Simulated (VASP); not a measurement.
# Rb3Sr (Fm-3m) in VASP: single point with LDA

Aim: the single point of Rb3Sr with LDA.

Program: VASP 6.6.1. These are calculated values, not measurements. Logs are shortened: lines on timing, memory, paths and dates and some standing lists are left out, and cuts for length are marked.

## 1. The cell of the first run

It takes space group Fm-3m (No. 225, cubic). The conventional cell has a = 10.338 Å, b = 10.338 Å, c = 10.338 Å, α = 90.00°, β = 90.00°, γ = 90.00°. Rb (site symmetry -43m) has 10 Rb at 4.48 to 5.17 Å and 4 Sr at 4.48 Å within 5.9 Å. Within 5.9 Å of Rb (site symmetry m-3m) lie 8 Rb at 4.48 Å and 6 Sr at 5.17 Å. Within 5.9 Å of Sr (site symmetry m-3m) lie 14 Rb at 4.48 to 5.17 Å.

## 2. Single point, LDA

The input, INCAR:

```
PREC = Accurate
ENCUT = 520
EDIFF = 1E-7
ISMEAR = 0
SIGMA = 0.1
LREAL = F
LASPH = T
NELM = 60
ALGO = Normal
ISIF = 2
LWAVE = F
LCHARG = T
GGA = CA
LELF = T
LVHAR = T
NBANDS = 26
```

The input, KPOINTS:

```
regular mesh
0
Gamma
  8 8 8
```

The input, POSCAR:

```
Rb3Sr
1.0
    0.0000000000      5.1692003828      5.1692003828
    5.1692003828      0.0000000000      5.1692003828
    5.1692003828      5.1692003828      0.0000000000
Rb Sr
3 1
Direct
    0.2500000000      0.2500000000      0.2500000000
    0.7500000000      0.7500000000      0.7500000000
    0.5000000000      0.5000000000      0.5000000000
    0.0000000000      0.0000000000      0.0000000000
```

Potentials or basis: VASP PAW LDA potentials, release 64 (Rb_sv, Sr_sv).

The run is started by

```console
$ cat potpaw_LDA.64/Rb_sv/POTCAR potpaw_LDA.64/Sr_sv/POTCAR > POTCAR
$ mpirun -np 1 vasp_std > vasp.out
```

OUTCAR:

```text
PREC = Accurate
   ENCUT = 520
   EDIFF = 1E-7
   ISMEAR = 0
   LREAL = F
   LASPH = T
   NELM = 60
   ISIF = 2
   GGA = CA

 ion  position               nearest neighbor table
   1  0.250  0.250  0.250-   4 4.48   4 4.48   4 4.48   3 4.48   4 4.48   3 4.48   3 4.48   3 4.48
                             2 5.17   2 5.17   2 5.17   2 5.17   2 5.17   2 5.17
   2  0.750  0.750  0.750-   3 4.48   3 4.48   3 4.48   3 4.48   4 4.48   4 4.48   4 4.48   4 4.48
                             1 5.17   1 5.17   1 5.17   1 5.17   1 5.17   1 5.17
   3  0.500  0.500  0.500-   1 4.48   1 4.48   1 4.48   1 4.48   2 4.48   2 4.48   2 4.48   2 4.48
                             4 5.17   4 5.17   4 5.17   4 5.17   4 5.17   4 5.17
   4  0.000  0.000  0.000-   2 4.48   2 4.48   2 4.48   1 4.48   2 4.48   1 4.48   1 4.48   1 4.48
                             3 5.17   3 5.17   3 5.17   3 5.17   3 5.17   3 5.17

  LATTYP: Found a face centered cubic cell.
 ALAT       =    10.3384007656

  Lattice vectors:

 A1 = (   0.0000000000,   5.1692003828,   5.1692003828)
 A2 = (   5.1692003828,   0.0000000000,   5.1692003828)
 A3 = (   5.1692003828,   5.1692003828,   0.0000000000)

Analysis of symmetry for initial positions (statically):
=====================================================================
 Subroutine PRICEL returns:
 Original cell was already a primitive cell.

 Routine SETGRP: Setting up the symmetry group for a
 face centered cubic supercell.

 Subroutine GETGRP returns: Found 48 space group operations
 (whereof 48 operations were pure point group operations)
 out of a pool of 48 trial point group operations.

The static configuration has the point symmetry O_h .

Analysis of symmetry for dynamics (positions and initial velocities):
=====================================================================
 Subroutine PRICEL returns:
 Original cell was already a primitive cell.

 Routine SETGRP: Setting up the symmetry group for a
 face centered cubic supercell.

 Subroutine GETGRP returns: Found 48 space group operations
 (whereof 48 operations were pure point group operations)
 out of a pool of 48 trial point group operations.

The dynamic configuration has the point symmetry O_h .

 Subroutine INISYM returns: Found 48 space group operations
 (whereof 48 operations are pure point group operations),
 and found     1 'primitive' translations

----------------------------------------------------------------------------------------

                                     Primitive cell

  volume of cell :     276.2486

  direct lattice vectors                    reciprocal lattice vectors
     0.000000000  5.169200383  5.169200383    -0.096726759  0.096726759  0.096726759
     5.169200383  0.000000000  5.169200383     0.096726759 -0.096726759  0.096726759
     5.169200383  5.169200383  0.000000000     0.096726759  0.096726759 -0.096726759

  length of vectors
     7.310353288  7.310353288  7.310353288     0.167535661  0.167535661  0.167535661

  position of ions in fractional coordinates (direct lattice)
     0.250000000  0.250000000  0.250000000
     0.750000000  0.750000000  0.750000000
     0.500000000  0.500000000  0.500000000
     0.000000000  0.000000000  0.000000000

  ion indices of the primitive-cell ions
   primitive index   ion index
                 1           1
                 2           2
                 3           3
                 4           4

----------------------------------------------------------------------------------------

 KPOINTS: regular mesh

Automatic generation of k-mesh.
 Grid dimensions read from file:
 generate k-points for:    8    8    8

 Generating k-lattice:

  Cartesian coordinates                     Fractional coordinates (reciprocal lattice)
    -0.012090845  0.012090845  0.012090845     0.125000000  0.000000000  0.000000000
     0.012090845 -0.012090845  0.012090845     0.000000000  0.125000000  0.000000000
     0.012090845  0.012090845 -0.012090845     0.000000000  0.000000000  0.125000000

  Length of vectors
     0.020941958  0.020941958  0.020941958

  Shift w.r.t. Gamma in fractional coordinates (k-lattice)
     0.000000000  0.000000000  0.000000000

 Subroutine IBZKPT returns following result:
 ===========================================

 Found     29 irreducible k-points:

 Following reciprocal coordinates:
            Coordinates               Weight
  0.000000  0.000000  0.000000      1.000000
  0.125000  0.000000  0.000000      8.000000
  0.250000  0.000000  0.000000      8.000000
  0.375000  0.000000  0.000000      8.000000
  0.500000  0.000000  0.000000      4.000000
  0.125000  0.125000  0.000000      6.000000
[... 16 lines left out ...]
  0.500000  0.250000  0.125000     48.000000
 -0.375000  0.250000  0.125000     24.000000
 [... further k-points ...]
   k-points           NKPTS =     29   k-points in BZ     NKDIM =     29   number of bands    NBANDS=     26
   number of dos      NEDOS =    301   number of ions     NIONS =      4
   total plane-waves  NPLWV = 157464
   dimension x,y,z NGX =    54 NGY =   54 NGZ =   54
   dimension x,y,z NGXF=   108 NGYF=  108 NGZF=  108
   ions per type =               3   1
   NGX,Y,Z   is equivalent  to a cutoff of  12.28, 12.28, 12.28 a.u.
   NGXF,Y,Z  is equivalent  to a cutoff of  24.56, 24.56, 24.56 a.u.
 SYSTEM =  unknown system
   PREC   = accura    normal or accurate (medium, high low for compatibility)
   ISTART =      0    job   : 0-new  1-cont  2-samecut
   ICHARG =      2    charge: 1-file 2-atom 10-const
   ISPIN  =      1    spin polarized calculation?
   LNONCOLLINEAR =      F non collinear calculations
   LSORBIT =      F    spin-orbit coupling
   LASPH  =      T    aspherical Exc in radial PAW
   ENCUT  =  520.0 eV  38.22 Ry    6.18 a.u.  13.59 13.59 13.59*2*pi/ulx,y,z
   NELM   =     60;   NELMIN=  2; NELMDL= -5     # of ELM steps
   EDIFF  = 0.1E-06   stopping-criterion for ELM
   LREAL  =      F    real-space projection
   EDIFFG = 0.1E-05   stopping-criterion for IOM
   NSW    =      0    number of steps for IOM
   IBRION =     -1    ionic relax: 0-MD 1-quasi-New 2-CG
   NFREE  =      0    steps in history (QN), initial steepest desc. (CG)
   ISIF   =      2    stress and relaxation
   ISYM   =      2    0-nonsym 1-usesym 2-fastsym
   POTIM  = 0.5000    time-step for ionic-motion
   TEBEG  =    0.0;   TEEND  =   0.0 temperature during run
   PSTRESS=    0.0 pullay stress
   NELECT =      37.0000    total number of electrons
   NUPDOWN=      -1.0000    fix difference up-down
   EMIN   =  10.00;   EMAX   =-10.00  energy-range for DOS
   EFERMI =   0.00;   METHOD = LEGACY
   ISMEAR =     0;   SIGMA  =   0.10  broadening in eV -4-tet -1-fermi 0-gaus
   EFERMI_NEDOS =   21; number of points for ismear=-14 and -15
   IALGO  =     38    algorithm
   IMIX   =      4    mixing-type and parameters
     AMIX     =   0.40;   BMIX     =  1.00
     AMIX_MAG =   1.60;   BMIX_MAG =  1.00
  volume/ion in A,a.u.               =      69.06       466.05
  Fermi-wavevector in a.u.,A,eV,Ry     =   0.837610  1.582854  9.545727  0.701591
  Thomas-Fermi vector in A             =   1.951529
   LORBIT       =      0    0 simple, 1 ext, 2 COOP (PROOUT), +10 PAW based schemes
   GGA     = CA    functional components
   LHFCALC =     F    Hartree Fock is set to
   AEXX    =    0.0000 exact exchange contribution
   IVDW    =     0    specifies the selected vdW correction
   LEPSILON=     F    determine dielectric tensor
   LRPA    =     F    only Hartree local field effects (RPA)
 non-spin polarized calculation
 Gauss-broadening in eV      SIGMA  =   0.10
  energy-cutoff  :      520.00
  volume of cell :      276.25
 maximum number of plane-waves:      7483
   NGX = 27   NGY = 27   NGZ = 27

 number of electron      37.0000000 magnetization

 Free energy of the ion-electron system (eV)
  ---------------------------------------------------
  ext. energy  EPLUGINS =         0.00000000
  ---------------------------------------------------
  free energy    TOTEN  =        -4.56033587 eV

  energy without entropy =       -4.53469422  energy(sigma->0) =       -4.54751504

 E-fermi :   0.4544     XC(G=0):  -6.5467

 val. band max:        0.4423542416   @ k =   0.2500   0.0000   0.0000
 cond. band min:       0.4679233213   @ k =   0.5000   0.3750   0.1250
 fundamental gap:      0.0255690797
 Fermi energy:         0.4543597653

 k-point     1 :       0.0000    0.0000    0.0000
  band No.  band energies     occupation
      1     -36.9119      2.00000
      2     -28.0249      2.00000
      3     -27.9129      2.00000
      4     -27.9109      2.00000
      5     -18.9578      2.00000
      6     -18.9578      2.00000
[... 18 lines left out ...]
     25       1.5401      0.00000
     26       2.8911      0.00000

 k-point     2 :       0.1250    0.0000    0.0000
  band No.  band energies     occupation
      1     -36.9119      2.00000
      2     -28.0248      2.00000
      3     -27.9129      2.00000
      4     -27.9110      2.00000
      5     -18.9578      2.00000
      6     -18.9578      2.00000
[... 18 lines left out ...]
     25       1.5781      0.00000
     26       3.2660      0.00000

 k-point     3 :       0.2500    0.0000    0.0000
  band No.  band energies     occupation
      1     -36.9119      2.00000
      2     -28.0246      2.00000
      3     -27.9128      2.00000
      4     -27.9113      2.00000
      5     -18.9578      2.00000
      6     -18.9578      2.00000
[... 572 lines left out ...]
 k-point    23 :       0.5000    0.2500    0.1250
  band No.  band energies     occupation
      1     -36.9119      2.00000
      2     -28.0242      2.00000
      3     -27.9126      2.00000
      4     -27.9119      2.00000
      5     -18.9578      2.00000
      6     -18.9578      2.00000
[... 18 lines left out ...]
     25       1.9044      0.00000
     26       2.8079      0.00000

 k-point    24 :      -0.3750    0.2500    0.1250
  band No.  band energies     occupation
      1     -36.9119      2.00000
      2     -28.0241      2.00000
      3     -27.9123      2.00000
      4     -27.9122      2.00000
      5     -18.9579      2.00000
      6     -18.9578      2.00000
[... 18 lines left out ...]
     25       1.9043      0.00000
     26       2.7127      0.00000

 [... further k-points ...]

------------------------ aborting loop because EDIFF is reached ----------------------------------------

  FORCE on cell =-STRESS in cart. coord.  units (eV):
  Direction    XX          YY          ZZ          XY          YZ          ZX
  --------------------------------------------------------------------------------------
  -------------------------------------------------------------------------------------
  Total       -0.0577527     -0.0577527     -0.0577527     -0.0000000     -0.0000000      0.0000000
  in kB       -0.3349524     -0.3349524     -0.3349524     -0.0000000     -0.0000000      0.0000000
  external PRESSURE =      -0.3349524 kB  Pullay stress =       0.0000000 kB

 VOLUME and BASIS-vectors are now :
 -----------------------------------------------------------------------------
  energy-cutoff  :      520.00
  volume of cell :      276.25
      direct lattice vectors                 reciprocal lattice vectors
     0.000000000  5.169200383  5.169200383    -0.096726759  0.096726759  0.096726759
     5.169200383  0.000000000  5.169200383     0.096726759 -0.096726759  0.096726759
     5.169200383  5.169200383  0.000000000     0.096726759  0.096726759 -0.096726759

 POSITION                                       TOTAL-FORCE (eV/Angst)
 -----------------------------------------------------------------------------------
      2.58460      2.58460      2.58460         0.000000     -0.000000      0.000000
      7.75380      7.75380      7.75380        -0.000000      0.000000     -0.000000
      5.16920      5.16920      5.16920        -0.000000      0.000000     -0.000000
      0.00000      0.00000      0.00000        -0.000000      0.000000     -0.000000
 -----------------------------------------------------------------------------------
    total drift:                                0.000000      0.000000     -0.000000

  FREE ENERGIE OF THE ION-ELECTRON SYSTEM (eV)
  ---------------------------------------------------
  free  energy   TOTEN  =        -4.5603358666 eV

  energy  without entropy=       -4.5346942220  energy(sigma->0) =       -4.54751504
```

It took 1.9 min on 1 thread of Intel Xeon 6975P-C (Granite Rapids), shared host; peak memory 0.42 GiB.

What came out:

| Property | Result |
| --- | --- |
| Free energy | -4.5603 eV |
| Pressure | 0.0 GPa |
| Band gap on the k mesh | zero (an odd number of electrons rules out a gap without spin polarisation) |

The gap in the log of VASP goes by the Fermi energy; the results here count the filled bands.